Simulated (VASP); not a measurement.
# GdN: single point with PBE+U

Crystal: GdN.

```
Gd N
1.0
     0.00000    2.50112    2.50112
     2.50112    0.00000    2.50112
     5.00223    5.00223    0.00000
Gd N
2 2
Direct
  0.50000 0.50000 0.25000
  0.50000 0.50000 0.75000
  0.00000 0.00000 0.00000
  0.00000 0.00000 0.50000
```

* Program: VASP 6.6.1
* Task: single point
* Functional: PBE
* Potentials or basis: VASP PAW PBE potentials, release 64 (Gd, N)
* Cutoff: 520 eV
* k mesh: 10 × 10 × 5
* Occupations: gaussian, width 0.05 eV
* Spin: collinear spin, antiferromagnetic start
* Starting moments: [7.0, -7.0, 0.0, 0.0] μB
* Hubbard terms: Gd f U = 6.0 eV

- Pressure: 0.5 GPa
- Band gap on the k mesh: 0.08 eV
- Net moment: 0.00 μB per cell
- Site moments: Gd +6.86, -6.86; N +0.00 μB
- Valence electrons inside the program's atomic spheres: Gd 15.21; N 3.63

Stress tensor (GPa, compression positive):
```
 0.49  0.09 -0.09
 0.09  0.49 -0.09
-0.09 -0.09  0.49
```

Levels at points of the mesh, in eV from the valence-band top:
Spin up:
```
           k point  band 20  band 21  band 22  band 23  band 24  band 25  band 26  band 27
(0.00, 0.00, 0.00)    -2.24    -0.01     0.00     0.00     3.05     3.05     3.05     3.62
(0.50, 0.00, 0.00)    -2.24    -1.05    -0.24    -0.23     0.08     4.80     4.99     5.12
```
Spin down:
```tsv
k point	band 19	band 20	band 21	band 22	band 23	band 24	band 25	band 26	band 27	band 28
(0.00, 0.00, 0.00)	-2.24	-2.24	-0.01	0.00	0.00	3.05	3.05	3.05	3.62	4.68
(0.50, 0.00, 0.00)	-2.24	-2.24	-1.05	-0.24	-0.23	0.08	4.80	4.99	5.12	5.14
```

Eigenvalues of the final occupation matrices:
| site | spin | trace | eigenvalues |
| --- | --- | --- | --- |
| site 1 f | 1 | 6.94 | 0.99 0.99 0.99 0.99 0.99 0.99 0.99 |
| site 1 f | 2 | 0.04 | 0.00 0.00 0.00 0.00 0.01 0.01 0.01 |
| site 2 f | 1 | 0.04 | 0.00 0.00 0.00 0.00 0.01 0.01 0.01 |
| site 2 f | 2 | 6.94 | 0.99 0.99 0.99 0.99 0.99 0.99 0.99 |

Wall time 18 min on 1 thread of Oxide Virtual Turin-like Processor, with other jobs on the host, peak memory 0.33 GiB.

Caveat: spin-orbit coupling is left out, which moves the levels of the heavy elements. The state reached can hang on the start; a lower one may exist.
